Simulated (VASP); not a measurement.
# CaZn3 (Pm-3m) in VASP: further runs

Runs on CaZn3. Level: LDA. Tasks: single point.

All numbers are computed with VASP 6.6.1; they aren't measurements. Logs are shortened: lines on timing, memory, paths and dates and some standing lists are left out, and cuts for length are marked.

## Step 1: The cell of the first run

The structure is cubic, space group Pm-3m (No. 221). The conventional cell has a = 4.335 Å, b = 4.335 Å, c = 4.335 Å, α = 90.00°, β = 90.00°, γ = 90.00°. Within 4.0 Å of Ca (site symmetry m-3m) lie 12 Zn at 3.07 Å. Within 4.0 Å of Zn (site symmetry 4/mmm) lie 4 Ca at 3.07 Å and 8 Zn at 3.07 Å.

## Step 2: Single point, LDA

INCAR reads:

```
SYSTEM = CaZn3
PREC = Accurate ; ENCUT = 520
EDIFF = 1E-6 ; ISMEAR = -1
SIGMA = 0.15 ; LREAL = .False.
LASPH = .True. ; NELM = 60
ALGO = Normal ; ISIF = 2
LWAVE = .False. ; LCHARG = .False.
GGA = CA ; NBANDS = 31
```

KPOINTS reads:

```
Automatic mesh
0
Gamma
  5 5 5
  0 0 0
```

POSCAR reads:

```
CaZn3
1.0
    4.3348360000      0.0000000000      0.0000000000
    0.0000000000      4.3348360000      0.0000000000
    0.0000000000      0.0000000000      4.3348360000
Ca Zn
1 3
Direct
    0.0000000000      0.0000000000      0.0000000000
    0.5000000000      0.5000000000      0.0000000000
    0.5000000000      0.0000000000      0.5000000000
    0.0000000000      0.5000000000      0.5000000000
```

Potentials or basis: VASP PAW LDA potentials, release 64 (Ca_sv, Zn).

Started as:

```bash
$ cat potpaw_LDA.64/Ca_sv/POTCAR potpaw_LDA.64/Zn/POTCAR > POTCAR
$ mpirun -np 1 vasp_std > vasp.out
```

OUTCAR:

```text
SYSTEM = CaZn3
   PREC = Accurate
   ENCUT = 520
   EDIFF = 1E-6
   ISMEAR = -1
   LREAL = .False.
   LASPH = .True.
   NELM = 60
   ISIF = 2
   GGA = CA

 ion  position               nearest neighbor table
   1  0.000  0.000  0.000-   2 3.07   3 3.07   4 3.07   3 3.07   4 3.07   2 3.07   4 3.07   4 3.07
                             2 3.07   3 3.07   3 3.07   2 3.07
   2  0.500  0.500  0.000-   1 3.07   1 3.07   1 3.07   1 3.07
   3  0.500  0.000  0.500-   1 3.07   1 3.07   1 3.07   1 3.07
   4  0.000  0.500  0.500-   1 3.07   1 3.07   1 3.07   1 3.07

  LATTYP: Found a simple cubic cell.
 ALAT       =     4.3348360000

  Lattice vectors:

 A1 = (   4.3348360000,   0.0000000000,   0.0000000000)
 A2 = (   0.0000000000,   4.3348360000,   0.0000000000)
 A3 = (   0.0000000000,   0.0000000000,   4.3348360000)

Analysis of symmetry for initial positions (statically):
=====================================================================
 Subroutine PRICEL returns:
 Original cell was already a primitive cell.

 Routine SETGRP: Setting up the symmetry group for a
 simple cubic supercell.

 Subroutine GETGRP returns: Found 48 space group operations
 (whereof 48 operations were pure point group operations)
 out of a pool of 48 trial point group operations.

The static configuration has the point symmetry O_h .

Analysis of symmetry for dynamics (positions and initial velocities):
=====================================================================
 Subroutine PRICEL returns:
 Original cell was already a primitive cell.

 Routine SETGRP: Setting up the symmetry group for a
 simple cubic supercell.

 Subroutine GETGRP returns: Found 48 space group operations
 (whereof 48 operations were pure point group operations)
 out of a pool of 48 trial point group operations.

The dynamic configuration has the point symmetry O_h .

 Subroutine INISYM returns: Found 48 space group operations
 (whereof 48 operations are pure point group operations),
 and found     1 'primitive' translations

----------------------------------------------------------------------------------------

                                     Primitive cell

  volume of cell :      81.4550

  direct lattice vectors                    reciprocal lattice vectors
     4.334836000  0.000000000  0.000000000     0.230689235  0.000000000  0.000000000
     0.000000000  4.334836000  0.000000000     0.000000000  0.230689235  0.000000000
     0.000000000  0.000000000  4.334836000     0.000000000  0.000000000  0.230689235

  length of vectors
     4.334836000  4.334836000  4.334836000     0.230689235  0.230689235  0.230689235

  position of ions in fractional coordinates (direct lattice)
     0.000000000  0.000000000  0.000000000
     0.500000000  0.500000000  0.000000000
     0.500000000  0.000000000  0.500000000
     0.000000000  0.500000000  0.500000000

  ion indices of the primitive-cell ions
   primitive index   ion index
                 1           1
                 2           2
                 3           3
                 4           4

----------------------------------------------------------------------------------------

 KPOINTS: Automatic mesh

Automatic generation of k-mesh.
 Grid dimensions read from file:
 generate k-points for:    5    5    5

 Generating k-lattice:

  Cartesian coordinates                     Fractional coordinates (reciprocal lattice)
     0.046137847  0.000000000  0.000000000     0.200000000  0.000000000  0.000000000
     0.000000000  0.046137847  0.000000000     0.000000000  0.200000000  0.000000000
     0.000000000  0.000000000  0.046137847     0.000000000  0.000000000  0.200000000

  Length of vectors
     0.046137847  0.046137847  0.046137847

  Shift w.r.t. Gamma in fractional coordinates (k-lattice)
     0.000000000  0.000000000  0.000000000

 Subroutine IBZKPT returns following result:
 ===========================================

 Found     10 irreducible k-points:

 Following reciprocal coordinates:
            Coordinates               Weight
  0.000000  0.000000  0.000000      1.000000
  0.200000  0.000000  0.000000      6.000000
  0.400000  0.000000  0.000000      6.000000
  0.200000  0.200000  0.000000     12.000000
  0.400000  0.200000  0.000000     24.000000
  0.400000  0.400000  0.000000     12.000000
  0.200000  0.200000  0.200000      8.000000
  0.400000  0.200000  0.200000     24.000000
  0.400000  0.400000  0.200000     24.000000
  0.400000  0.400000  0.400000      8.000000
   k-points           NKPTS =     10   k-points in BZ     NKDIM =     10   number of bands    NBANDS=     31
   number of dos      NEDOS =    301   number of ions     NIONS =      4
   total plane-waves  NPLWV =  32768
   dimension x,y,z NGX =    32 NGY =   32 NGZ =   32
   dimension x,y,z NGXF=    64 NGYF=   64 NGZF=   64
   ions per type =               1   3
   NGX,Y,Z   is equivalent  to a cutoff of  12.27, 12.27, 12.27 a.u.
   NGXF,Y,Z  is equivalent  to a cutoff of  24.54, 24.54, 24.54 a.u.
 SYSTEM =  CaZn3
   PREC   = accura    normal or accurate (medium, high low for compatibility)
   ISTART =      0    job   : 0-new  1-cont  2-samecut
   ICHARG =      2    charge: 1-file 2-atom 10-const
   ISPIN  =      1    spin polarized calculation?
   LNONCOLLINEAR =      F non collinear calculations
   LSORBIT =      F    spin-orbit coupling
   LASPH  =      T    aspherical Exc in radial PAW
   ENCUT  =  520.0 eV  38.22 Ry    6.18 a.u.   8.06  8.06  8.06*2*pi/ulx,y,z
   NELM   =     60;   NELMIN=  2; NELMDL= -5     # of ELM steps
   EDIFF  = 0.1E-05   stopping-criterion for ELM
   LREAL  =      F    real-space projection
   EDIFFG = 0.1E-04   stopping-criterion for IOM
   NSW    =      0    number of steps for IOM
   IBRION =     -1    ionic relax: 0-MD 1-quasi-New 2-CG
   NFREE  =      0    steps in history (QN), initial steepest desc. (CG)
   ISIF   =      2    stress and relaxation
   ISYM   =      2    0-nonsym 1-usesym 2-fastsym
   POTIM  = 0.5000    time-step for ionic-motion
   TEBEG  =    0.0;   TEEND  =   0.0 temperature during run
   PSTRESS=    0.0 pullay stress
   NELECT =      46.0000    total number of electrons
   NUPDOWN=      -1.0000    fix difference up-down
   EMIN   =  10.00;   EMAX   =-10.00  energy-range for DOS
   EFERMI =   0.00;   METHOD = LEGACY
   ISMEAR =    -1;   SIGMA  =   0.15  broadening in eV -4-tet -1-fermi 0-gaus
   EFERMI_NEDOS =   21; number of points for ismear=-14 and -15
   IALGO  =     38    algorithm
   IMIX   =      4    mixing-type and parameters
     AMIX     =   0.40;   BMIX     =  1.00
     AMIX_MAG =   1.60;   BMIX_MAG =  1.00
  volume/ion in A,a.u.               =      20.36       137.42
  Fermi-wavevector in a.u.,A,eV,Ry     =   1.353178  2.557135 24.913483  1.831089
  Thomas-Fermi vector in A             =   2.480455
   LORBIT       =      0    0 simple, 1 ext, 2 COOP (PROOUT), +10 PAW based schemes
   GGA     = CA    functional components
   LHFCALC =     F    Hartree Fock is set to
   AEXX    =    0.0000 exact exchange contribution
   IVDW    =     0    specifies the selected vdW correction
   LEPSILON=     F    determine dielectric tensor
   LRPA    =     F    only Hartree local field effects (RPA)
 non-spin polarized calculation
  energy-cutoff  :      520.00
  volume of cell :       81.46
 maximum number of plane-waves:      2221
   NGX = 17   NGY = 17   NGZ = 17

 number of electron      46.0000029 magnetization

 Free energy of the ion-electron system (eV)
  ---------------------------------------------------
  ext. energy  EPLUGINS =         0.00000000
  ---------------------------------------------------
  free energy    TOTEN  =        -8.03519995 eV

  energy without entropy =       -7.87563105  energy(sigma->0) =       -7.95541550

 E-fermi :   2.2364     XC(G=0): -10.5049

 val. band max:        2.1626741611   @ k =   0.4000   0.4000   0.4000
 cond. band min:       2.3735225446   @ k =   0.4000   0.2000   0.2000
 fundamental gap:      0.2108483835
 Fermi energy:         2.2364423714

 k-point     1 :       0.0000    0.0000    0.0000
  band No.  band energies     occupation
      1     -38.0306      2.00000
      2     -19.3861      2.00000
      3     -19.3861      2.00000
      4     -19.3861      2.00000
      5      -5.6542      2.00000
      6      -5.2350      2.00000
[... 23 lines left out ...]
     30       7.6938      0.00000
     31       7.6938      0.00000

 k-point     2 :       0.2000    0.0000    0.0000
  band No.  band energies     occupation
      1     -38.0301      2.00000
      2     -19.4014      2.00000
      3     -19.3855      2.00000
      4     -19.3855      2.00000
      5      -5.3632      2.00000
      6      -5.2111      2.00000
[... 23 lines left out ...]
     30       7.5195      0.00000
     31       8.6589      0.00000

 k-point     3 :       0.4000    0.0000    0.0000
  band No.  band energies     occupation
      1     -38.0292      2.00000
      2     -19.4257      2.00000
      3     -19.3844      2.00000
      4     -19.3844      2.00000
      5      -5.1689      2.00000
      6      -5.1469      2.00000
[... 23 lines left out ...]
     30       7.2228      0.00000
     31       8.1528      0.00000

 k-point     4 :       0.2000    0.2000    0.0000
  band No.  band energies     occupation
      1     -38.0295      2.00000
      2     -19.4013      2.00000
      3     -19.3988      2.00000
      4     -19.3849      2.00000
      5      -5.2321      2.00000
      6      -5.1837      2.00000
[... 159 lines left out ...]
     30       6.8568      0.00000
     31       8.5734      0.00000

 k-point     9 :       0.4000    0.4000    0.2000
  band No.  band energies     occupation
      1     -38.0273      2.00000
      2     -19.4179      2.00000
      3     -19.4169      2.00000
      4     -19.3945      2.00000
      5      -5.1624      2.00000
      6      -5.1238      2.00000
[... 23 lines left out ...]
     30       7.6792      0.00000
     31       7.8655      0.00000

 k-point    10 :       0.4000    0.4000    0.4000
  band No.  band energies     occupation
      1     -38.0265      2.00000
      2     -19.4146      2.00000
      3     -19.4133      2.00000
      4     -19.4133      2.00000
      5      -5.2116      2.00000
      6      -5.2023      2.00000
[... 23 lines left out ...]
     30       7.8446      0.00000
     31       7.8446      0.00000

------------------------ aborting loop because EDIFF is reached ----------------------------------------

  FORCE on cell =-STRESS in cart. coord.  units (eV):
  Direction    XX          YY          ZZ          XY          YZ          ZX
  --------------------------------------------------------------------------------------
  -------------------------------------------------------------------------------------
  Total       -2.5897829     -2.5897829     -2.5897829      0.0000000      0.0000000      0.0000000
  in kB      -50.9396469    -50.9396469    -50.9396469      0.0000000      0.0000000      0.0000000
  external PRESSURE =     -50.9396469 kB  Pullay stress =       0.0000000 kB

 VOLUME and BASIS-vectors are now :
 -----------------------------------------------------------------------------
  energy-cutoff  :      520.00
  volume of cell :       81.46
      direct lattice vectors                 reciprocal lattice vectors
     4.334836000  0.000000000  0.000000000     0.230689235  0.000000000  0.000000000
     0.000000000  4.334836000  0.000000000     0.000000000  0.230689235  0.000000000
     0.000000000  0.000000000  4.334836000     0.000000000  0.000000000  0.230689235

 POSITION                                       TOTAL-FORCE (eV/Angst)
 -----------------------------------------------------------------------------------
      0.00000      0.00000      0.00000         0.000000      0.000000      0.000000
      2.16742      2.16742      0.00000         0.000000      0.000000      0.000000
      2.16742      0.00000      2.16742         0.000000      0.000000      0.000000
      0.00000      2.16742      2.16742         0.000000      0.000000      0.000000
 -----------------------------------------------------------------------------------
    total drift:                                0.000000     -0.000000     -0.000000

  FREE ENERGIE OF THE ION-ELECTRON SYSTEM (eV)
  ---------------------------------------------------
  free  energy   TOTEN  =        -8.0351999492 eV

  energy  without entropy=       -7.8756310485  energy(sigma->0) =       -7.95541550
```

Wall time 18 s (1 thread of Intel Xeon 8259CL, shared host); peak memory 0.16 GiB.

What came out:

```yaml
Free_energy: -8.0352 eV
Pressure: -5.1 GPa
Band_gap_on_the_k_mesh: zero (bands 23 and 24 overlap by 1.09 eV)
```

Levels at points of the mesh, in eV from the Fermi level:
```
           k point  band 20  band 21  band 22  band 23  band 24  band 25
(0.00, 0.00, 0.00)    -6.80    -0.77    -0.77     0.20     0.20     0.20
```

Caveat: the cell stands under tension.

## Step 3: Single point, LDA

INCAR reads:

```
PREC = Accurate ; ENCUT = 520
EDIFF = 1E-6 ; ISMEAR = -1
SIGMA = 0.15 ; LREAL = F
LASPH = T ; NELM = 100
ALGO = Normal ; ISIF = 2
LWAVE = F ; LCHARG = T
GGA = CA ; LELF = T
LVHAR = T ; NBANDS = 31
```

KPOINTS reads:

```
Automatic mesh
0
Gamma
  5 5 5
```

POSCAR is that of step 2.

Potentials or basis: VASP PAW LDA potentials, release 64 (Ca_sv, Zn).

Started as:

```bash
$ cat potpaw_LDA.64/Ca_sv/POTCAR potpaw_LDA.64/Zn/POTCAR > POTCAR
$ mpirun -np 1 vasp_std > vasp.out
```

It took 23 s on 1 thread of Intel Xeon 8259CL, shared host; peak memory 0.16 GiB.

Results (log left out):

```yaml
Free_energy: -8.0352 eV
Pressure: -5.1 GPa
Band_gap_on_the_k_mesh: zero (bands 23 and 24 overlap by 1.09 eV)
```

Levels at points of the mesh, in eV from the Fermi level:
```tsv
k point	band 19	band 20	band 21	band 22	band 23	band 24	band 25	band 26
(0.00, 0.00, 0.00)	-6.80	-6.80	-0.77	-0.77	0.20	0.20	0.20	3.73
```

Caveat: the cell stands under tension.
